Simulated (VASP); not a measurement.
Li2S, 3 atoms in the cell. It takes space group Fm-3m (No. 225, cubic). Conventional cell: a = 5.784 Å, b = 5.784 Å, c = 5.784 Å, α = 90.00°, β = 90.00°, γ = 90.00°. Li (site symmetry -43m) has 4 S at 2.50 Å and 6 Li at 2.89 Å within 3.3 Å. Within 3.3 Å of S (site symmetry m-3m) lie 8 Li at 2.50 Å.  This cell differs from its parent crystal: volume changed by +5%.

* Program: VASP 6.6.1
* Task: single point
* Functional: PBE
* Potentials or basis: VASP PAW PBE potentials, release 64 (Li_sv, S)
* Cutoff: 750 eV
* k mesh: 4 × 4 × 4
* Occupations: gaussian, width 0.01 eV
* Spin: no spin polarisation
* Dipole correction: no
* Further INCAR settings: ALGO = Normal; EDIFF = 1e-06; NBANDS = 13

Potentials or basis: VASP PAW PBE potentials, release 64 (Li_sv, S).

Command:

```console
$ cat potpaw_PBE.64/Li_sv/POTCAR potpaw_PBE.64/S/POTCAR > POTCAR
$ mpirun -np 1 vasp_std > vasp.out
```

Hardware: 1 thread of AMD EPYC 9R45 (Zen 5) (shared host).

Task: Estimate the wall time of this run.

Result: Run time: 14 s on 1 thread of AMD EPYC 9R45 (Zen 5) (shared host), peak memory 0.19 GiB. Counts: scf iterations 12, k points 8.
